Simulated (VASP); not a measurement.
# ZrS2 in VASP: single point with LDA

Aim: the single point of ZrS2 with LDA.

Everything below comes from runs of VASP 6.6.1. Logs are shortened: lines on timing, memory, paths and dates and some standing lists are left out, and cuts for length are marked.

### 1 The cell of the first run

The cell holds a sheet with vacuum, 3 atoms: a = 3.606 Å, b = 3.606 Å, c = 29.600 Å, α = 90.00°, β = 90.00°, γ = 120.00°.

### 2 Single point, LDA

INCAR

```
SYSTEM = ZrS2
ALGO = Normal ; DIPOL = 0.5 0.5 0.285
EDIFF = 1E-6 ; ENCUT = 400
GGA = CA ; GGA_COMPAT = .FALSE.
IDIPOL = 3 ; ISIF = 2
ISMEAR = 0 ; LASPH = .TRUE.
LCHARG = .FALSE. ; LDIPOL = .TRUE.
LREAL = .FALSE. ; LWAVE = .FALSE.
NBANDS = 19 ; NELM = 120
NELMDL = -8 ; PREC = Accurate
SIGMA = 0.03
```

KPOINTS

```
k-points
0
G
  12 12 1
  0 0 0
```

POSCAR

```
ZrS2
1.0
    3.6063006043      0.0000000000      0.0000000000
   -1.8031503022      3.1231479370      0.0000000000
    0.0000000000      0.0000000000     29.6000000022
S Zr
2 1
Direct
    0.3333333333      0.6666666667      0.2367938823
    0.6666666667      0.3333333333      0.3341520636
    0.0000000000      0.0000000000      0.2854729730
```

Potentials or basis: VASP PAW LDA potentials, release 64 (S, Zr_sv).

Launch:

```bash
$ cat potpaw_LDA.64/S/POTCAR potpaw_LDA.64/Zr_sv/POTCAR > POTCAR
$ mpirun -np 1 vasp_std > vasp.out
```

OUTCAR:

```text
SYSTEM = ZrS2
   EDIFF = 1E-6
   ENCUT = 400
   GGA = CA
   ISIF = 2
   ISMEAR = 0
   LASPH = .TRUE.
   LREAL = .FALSE.
   NELM = 120
   NELMDL = -8
   PREC = Accurate

 ion  position               nearest neighbor table
   1  0.333  0.667  0.237-   3 2.53   3 2.53   3 2.53
   2  0.667  0.333  0.334-   3 2.53   3 2.53   3 2.53
   3  0.000  0.000  0.285-   2 2.53   2 2.53   2 2.53   1 2.53   1 2.53   1 2.53

  LATTYP: Found a hexagonal cell.
 ALAT       =     3.6063006043
 C/A-ratio  =     8.2078570951

  Lattice vectors:

 A1 = (   3.6063006043,   0.0000000000,   0.0000000000)
 A2 = (  -1.8031503022,   3.1231479370,   0.0000000000)
 A3 = (   0.0000000000,   0.0000000000,  29.6000000022)

Analysis of symmetry for initial positions (statically):
=====================================================================
 Subroutine PRICEL returns:
 Original cell was already a primitive cell.

 Routine SETGRP: Setting up the symmetry group for a
 hexagonal supercell.

 Subroutine GETGRP returns: Found 12 space group operations
 (whereof  6 operations were pure point group operations)
 out of a pool of 24 trial point group operations.

The static configuration has the point symmetry C_3v.
 The point group associated with its full space group is D_3d.

Analysis of symmetry for dynamics (positions and initial velocities):
=====================================================================
 Subroutine PRICEL returns:
 Original cell was already a primitive cell.

 Routine SETGRP: Setting up the symmetry group for a
 hexagonal supercell.

 Subroutine GETGRP returns: Found 12 space group operations
 (whereof  6 operations were pure point group operations)
 out of a pool of 24 trial point group operations.

The dynamic configuration has the point symmetry C_3v.
 The point group associated with its full space group is D_3d.

 Subroutine INISYM returns: Found 12 space group operations
 (whereof  6 operations are pure point group operations),
 and found     1 'primitive' translations

----------------------------------------------------------------------------------------

                                     Primitive cell

  volume of cell :     333.3851

  direct lattice vectors                    reciprocal lattice vectors
     3.606300604  0.000000000  0.000000000     0.277292469  0.160094882  0.000000000
    -1.803150302  3.123147937  0.000000000     0.000000000  0.320189764  0.000000000
     0.000000000  0.000000000 29.600000002     0.000000000  0.000000000  0.033783784

  length of vectors
     3.606300604  3.606300604 29.600000002     0.320189764  0.320189764  0.033783784

  position of ions in fractional coordinates (direct lattice)
     0.333333333  0.666666667  0.236793882
     0.666666667  0.333333333  0.334152064
     0.000000000  0.000000000  0.285472973

  ion indices of the primitive-cell ions
   primitive index   ion index
                 1           1
                 2           2
                 3           3

----------------------------------------------------------------------------------------

 KPOINTS: k-points

Automatic generation of k-mesh.
 Grid dimensions read from file:
 generate k-points for:   12   12    1

 Generating k-lattice:

  Cartesian coordinates                     Fractional coordinates (reciprocal lattice)
     0.023107706  0.013341240  0.000000000     0.083333333 -0.000000000  0.000000000
     0.000000000  0.026682480  0.000000000     0.000000000  0.083333333  0.000000000
     0.000000000  0.000000000  0.033783784     0.000000000  0.000000000  1.000000000

  Length of vectors
     0.026682480  0.026682480  0.033783784

  Shift w.r.t. Gamma in fractional coordinates (k-lattice)
     0.000000000  0.000000000  0.000000000

 Subroutine IBZKPT returns following result:
 ===========================================

 Found     19 irreducible k-points:

 Following reciprocal coordinates:
            Coordinates               Weight
  0.000000  0.000000  0.000000      1.000000
  0.083333  0.000000  0.000000      6.000000
  0.166667  0.000000  0.000000      6.000000
  0.250000  0.000000  0.000000      6.000000
  0.333333  0.000000  0.000000      6.000000
  0.416667 -0.000000  0.000000      6.000000
[... 11 lines left out ...]
  0.333333  0.250000  0.000000     12.000000
  0.333333  0.333333  0.000000      2.000000
   k-points           NKPTS =     19   k-points in BZ     NKDIM =     19   number of bands    NBANDS=     19
   number of dos      NEDOS =    301   number of ions     NIONS =      3
   total plane-waves  NPLWV = 112896
   dimension x,y,z NGX =    24 NGY =   24 NGZ =  196
   dimension x,y,z NGXF=    48 NGYF=   48 NGZF=  392
   ions per type =               2   1
   NGX,Y,Z   is equivalent  to a cutoff of  11.06, 11.06, 11.01 a.u.
   NGXF,Y,Z  is equivalent  to a cutoff of  22.13, 22.13, 22.02 a.u.
 SYSTEM =  ZrS2
   PREC   = accura    normal or accurate (medium, high low for compatibility)
   ISTART =      0    job   : 0-new  1-cont  2-samecut
   ICHARG =      2    charge: 1-file 2-atom 10-const
   ISPIN  =      1    spin polarized calculation?
   LNONCOLLINEAR =      F non collinear calculations
   LSORBIT =      F    spin-orbit coupling
   LASPH  =      T    aspherical Exc in radial PAW
   ENCUT  =  400.0 eV  29.40 Ry    5.42 a.u.   5.88  5.88 48.27*2*pi/ulx,y,z
   NELM   =    120;   NELMIN=  2; NELMDL= -8     # of ELM steps
   EDIFF  = 0.1E-05   stopping-criterion for ELM
   LREAL  =      F    real-space projection
   EDIFFG = 0.1E-04   stopping-criterion for IOM
   NSW    =      0    number of steps for IOM
   IBRION =     -1    ionic relax: 0-MD 1-quasi-New 2-CG
   NFREE  =      0    steps in history (QN), initial steepest desc. (CG)
   ISIF   =      2    stress and relaxation
   ISYM   =      2    0-nonsym 1-usesym 2-fastsym
   POTIM  = 0.5000    time-step for ionic-motion
   TEBEG  =    0.0;   TEEND  =   0.0 temperature during run
   PSTRESS=    0.0 pullay stress
   NELECT =      24.0000    total number of electrons
   NUPDOWN=      -1.0000    fix difference up-down
   EMIN   =  10.00;   EMAX   =-10.00  energy-range for DOS
   EFERMI =   0.00;   METHOD = LEGACY
   ISMEAR =     0;   SIGMA  =   0.03  broadening in eV -4-tet -1-fermi 0-gaus
   EFERMI_NEDOS =   21; number of points for ismear=-14 and -15
   IALGO  =     38    algorithm
   IMIX   =      4    mixing-type and parameters
     AMIX     =   0.40;   BMIX     =  1.00
     AMIX_MAG =   1.60;   BMIX_MAG =  1.00
  volume/ion in A,a.u.               =     111.13       749.93
  Fermi-wavevector in a.u.,A,eV,Ry     =   0.681025  1.286951  6.310318  0.463795
  Thomas-Fermi vector in A             =   1.759687
   LORBIT       =      0    0 simple, 1 ext, 2 COOP (PROOUT), +10 PAW based schemes
   GGA     = CA    functional components
   LHFCALC =     F    Hartree Fock is set to
   AEXX    =    0.0000 exact exchange contribution
   IVDW    =     0    specifies the selected vdW correction
   LEPSILON=     F    determine dielectric tensor
   LRPA    =     F    only Hartree local field effects (RPA)
 non-spin polarized calculation
 Gauss-broadening in eV      SIGMA  =   0.03
  energy-cutoff  :      400.00
  volume of cell :      333.39
 maximum number of plane-waves:      6090
 NGX is ok and might be reduce to    24
   NGX = 11   NGY = 11   NGZ = 97

 dipolmoment           0.000000      0.000000     -0.000017 electrons x Angstroem

 number of electron      24.0000007 magnetization

 dipolmoment           0.000000      0.000000      0.000005 electrons x Angstroem

 Free energy of the ion-electron system (eV)
  ---------------------------------------------------
  ext. energy  EPLUGINS =         0.00000000
  ---------------------------------------------------
  free energy    TOTEN  =       -23.24846327 eV

  energy without entropy =      -23.24846327  energy(sigma->0) =      -23.24846327

 E-fermi :  -4.0049     XC(G=0):  -2.3194

 val. band max:       -4.2711069175   @ k =   0.0000   0.0000   0.0000
 cond. band min:      -3.3119716334   @ k =   0.5000   0.0000   0.0000
 fundamental gap:      0.9591352842
 Fermi energy:        -4.0048536534

 k-point     1 :       0.0000    0.0000    0.0000
  band No.  band energies     occupation
      1     -52.7422      2.00000
      2     -31.0042      2.00000
      3     -30.8230      2.00000
      4     -30.8230      2.00000
      5     -16.8375      2.00000
      6     -15.5793      2.00000
[... 11 lines left out ...]
     18       1.2689      0.00000
     19       1.7169      0.00000

 k-point     2 :       0.0833    0.0000    0.0000
  band No.  band energies     occupation
      1     -52.7405      2.00000
      2     -30.9993      2.00000
      3     -30.8457      2.00000
      4     -30.8278      2.00000
      5     -16.7584      2.00000
      6     -15.5918      2.00000
[... 11 lines left out ...]
     18       1.4938      0.00000
     19       1.9257      0.00000

 k-point     3 :       0.1667    0.0000    0.0000
  band No.  band energies     occupation
      1     -52.7358      2.00000
      2     -30.9859      2.00000
      3     -30.9069      2.00000
      4     -30.8409      2.00000
      5     -16.5387      2.00000
      6     -15.6242      2.00000
[... 11 lines left out ...]
     18       2.0098      0.00000
     19       2.3393      0.00000

 k-point     4 :       0.2500    0.0000    0.0000
  band No.  band energies     occupation
      1     -52.7295      2.00000
      2     -30.9915      2.00000
      3     -30.9652      2.00000
      4     -30.8587      2.00000
      5     -16.2375      2.00000
      6     -15.6529      2.00000
[... 297 lines left out ...]
     18       3.7583      0.00000
     19       3.8917      0.00000

 k-point    18 :       0.3333    0.2500    0.0000
  band No.  band energies     occupation
      1     -52.7145      2.00000
      2     -31.0894      2.00000
      3     -30.9936      2.00000
      4     -30.9227      2.00000
      5     -15.6675      2.00000
      6     -15.4824      2.00000
[... 11 lines left out ...]
     18       3.8655      0.00000
     19       4.2065      0.00000

 k-point    19 :       0.3333    0.3333    0.0000
  band No.  band energies     occupation
      1     -52.7136      2.00000
      2     -31.0481      2.00000
      3     -31.0481      2.00000
      4     -30.9205      2.00000
      5     -15.5535      2.00000
      6     -15.5535      2.00000
[... 11 lines left out ...]
     18       4.3241      0.00000
     19       4.6775      0.00000

------------------------ aborting loop because EDIFF is reached ----------------------------------------

 vacuum level on the upper side and lower side of the slab       (xc-potential included)        -0.007        -0.007

  FORCE on cell =-STRESS in cart. coord.  units (eV):
  Direction    XX          YY          ZZ          XY          YZ          ZX
  --------------------------------------------------------------------------------------
  -------------------------------------------------------------------------------------
  Total       -0.0028124     -0.0028124      0.0080456      0.0000000      0.0000000      0.0000000
  in kB       -0.0135156     -0.0135156      0.0386655      0.0000000      0.0000000      0.0000000
  external PRESSURE =       0.0038781 kB  Pullay stress =       0.0000000 kB

 VOLUME and BASIS-vectors are now :
 -----------------------------------------------------------------------------
  energy-cutoff  :      400.00
  volume of cell :      333.39
      direct lattice vectors                 reciprocal lattice vectors
     3.606300604  0.000000000  0.000000000     0.277292469  0.160094882  0.000000000
    -1.803150302  3.123147937  0.000000000     0.000000000  0.320189764  0.000000000
     0.000000000  0.000000000 29.600000002     0.000000000  0.000000000  0.033783784

 POSITION                                       TOTAL-FORCE (eV/Angst)
 -----------------------------------------------------------------------------------
     -0.00000      2.08210      7.00910        -0.000000     -0.000000     -0.017853
      1.80315      1.04105      9.89090         0.000000     -0.000000      0.017853
      0.00000      0.00000      8.45000         0.000000      0.000000      0.000000
 -----------------------------------------------------------------------------------
    total drift:                               -0.000000     -0.000000      0.000084

  FREE ENERGIE OF THE ION-ELECTRON SYSTEM (eV)
  ---------------------------------------------------
  free  energy   TOTEN  =       -23.2484632744 eV

  energy  without entropy=      -23.2484632744  energy(sigma->0) =      -23.24846327

 vacuum level on the upper side and lower side of the slab         2.212         2.212
```

Wall time 49 s (1 thread of Intel Xeon 6975P-C (Granite Rapids), shared host); peak memory 0.28 GiB.

Results:

```yaml
Free_energy: -23.2485 eV
Largest_force: 0.018 eV/Å
Band_gap_on_the_k_mesh: 0.96 eV (least direct gap 1.56 eV)
```

Forces on the atoms (eV/Å):
```
S    0.000  0.000 -0.018
S    0.000  0.000  0.018
Zr   0.000  0.000  0.000
```

Levels at points of the mesh, in eV from the valence-band top:
| k point | band 9 | band 10 | band 11 | band 12 | band 13 | band 14 | band 15 | band 16 |
| --- | --- | --- | --- | --- | --- | --- | --- | --- |
| (0.00, 0.00, 0.00) | -2.76 | -1.00 | 0.00 | 0.00 | 1.56 | 1.56 | 2.50 | 5.36 |
| (0.50, 0.00, 0.00) | -2.55 | -2.45 | -1.26 | -0.96 | 0.96 | 3.45 | 3.80 | 5.78 |
